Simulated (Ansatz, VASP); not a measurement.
**AlAs: VASP beside Ansatz**

Contents of POSCAR:

```
AlAs
1.0
    0.0000000000      2.8382236600      2.8382236600
    2.8382236600      0.0000000000      2.8382236600
    2.8382236600      2.8382236600      0.0000000000
Al As
1 1
Direct
    0.0000000000      0.0000000000      0.0000000000
    0.2500000000      0.2500000000      0.2500000000
```

INCAR.step1

```
PREC = Accurate
ENCUT = 400
EDIFF = 1E-5
ISMEAR = -1
SIGMA = 0.02
LREAL = F
LASPH = T
NELM = 120
ALGO = Normal
ISIF = 2
LWAVE = T
LCHARG = F
NBANDS = 11
GGA = PE
GGA_COMPAT = F
```

File INCAR.step2:

```
PREC = Accurate
ENCUT = 400
EDIFF = 1E-6
ISMEAR = -1
SIGMA = 0.02
LREAL = F
LASPH = T
NELM = 120
ALGO = Normal
ISIF = 2
LWAVE = F
LCHARG = F
GGA = PE
LHFCALC = T
AEXX = 0.25
PRECFOCK = Normal
NBANDS = 11
ISTART = 1
GGA_COMPAT = F
```

The input KPOINTS:

```
Automatic mesh
0
Gamma
  8 8 8
```

Input for Ansatz:

```yaml
crystal:
  lattice:
    - [0.0, 2.83822366, 2.83822366]
    - [2.83822366, 0.0, 2.83822366]
    - [2.83822366, 2.83822366, 0.0]
  atoms:
    - { symbol: Al, position: [0.0, 0.0, 0.0] }
    - { symbol: As, position: [0.25, 0.25, 0.25] }
  symmetry: { tolerance: 0.0003 }
hamiltonian:
  xc: pbe0
  pseudopotentials: { kind: paw, azcp: { folder: soft_1 } }
basis:
  ecutwfc: 420
magnetization:
  spin_polarized: false
scf:
  occupations: { method: fermi_dirac, width: 0.02 }
kpoints:
  mp_grid: { grid: [8, 8, 8], shift: [0, 0, 0] }
output:
  forces: true
  stress: true
  eigenvalues: true
  bader: true
  populations: true
  elf: true
  write_potential: true
  write_density: true
  volumetric_format: npy
  dos:
    e_range: [-12, 8]
    de: 0.05
    projected: { site_lists: { Al: [Al], As: [As] } }
```

Alike in both runs: task single point; functional PBE0; k mesh 8 × 8 × 8; occupations fermi-dirac, width 0.02 eV; no spin polarisation.

```csv
,VASP,Ansatz
version,VASP 6.6.1,Ansatz 0.2.0
potentials or method,"VASP PAW PBE potentials, release 64 (Al, As), cutoff 400 eV",PAW plane waves
valence electrons in the cell,8,18
```

VASP gave:

```
gap on the k mesh at the Fermi level (eV) : 2.76
pressure (GPa)                            : -0.1
```

Task: Which values does Ansatz return?

Result: gap on the k mesh at the Fermi level (eV): 2.74; pressure (GPa): 0.1.

VASP's potentials hold 8 valence electrons a cell and Ansatz's 18, so a difference there can come from the potentials and not from the codes. Ansatz's warnings: stress exchange threshold loose, stress scf threshold loose.
